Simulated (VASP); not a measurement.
**Hg: single point with PBE+U**

The system is Hg.

```
Hg
1.0
     0.00000    2.39191    2.39191
     2.39191    0.00000    2.39191
     2.39191    2.39191    0.00000
Hg
1
Direct
  0.00000 0.00000 0.00000
```

```
Program             : VASP 6.6.1
Task                : single point
Functional          : PBE
Potentials or basis : VASP PAW PBE potentials, release 64 (Hg_sv_GW)
Cutoff              : 500 eV
k mesh              : 8 × 8 × 8
Occupations         : gaussian, width 0.1 eV
Spin                : no spin polarisation
Hubbard terms       : Hg d U = 8.5 eV, J = 0.63 eV
```

```
Pressure               : 1.9 GPa
Band gap on the k mesh : zero (band 10 reaches 4.50 eV, above the bottom of band 11 at 3.54 eV)
```

Levels at points of the mesh, in eV from the Fermi level:
```csv
k point,band 6,band 7,band 8,band 9,band 10,band 11,band 12,band 13,band 14,band 15
"(0.00, 0.00, 0.00)",-8.76,-8.76,-8.35,-8.35,-7.80,12.74,13.42,13.42,13.42,17.31
"(0.50, 0.00, 0.00)",-8.75,-8.75,-8.00,-8.00,-2.08,-0.94,11.33,11.33,12.11,15.85
"(0.50, 0.50, 0.00)",-9.18,-8.02,-7.90,-7.90,-0.07,0.30,6.62,6.62,10.08,11.42
```

Eigenvalues of the final occupation matrices:
```csv
site,spin,trace,eigenvalues
site 1 d,1,4.54,0.91 0.91 0.91 0.91 0.91
site 1 d,2,4.54,0.91 0.91 0.91 0.91 0.91
```

It took 11 s on 1 thread of Intel(R) Xeon(R) Platinum 8488C (Sapphire Rapids), with other jobs on the host, peak memory 0.16 GiB.

Caveat: spin-orbit coupling is left out, which moves the levels of the heavy elements; U without spin polarisation on a metal has little footing; the U is typed as a test and isn't derived for this compound.
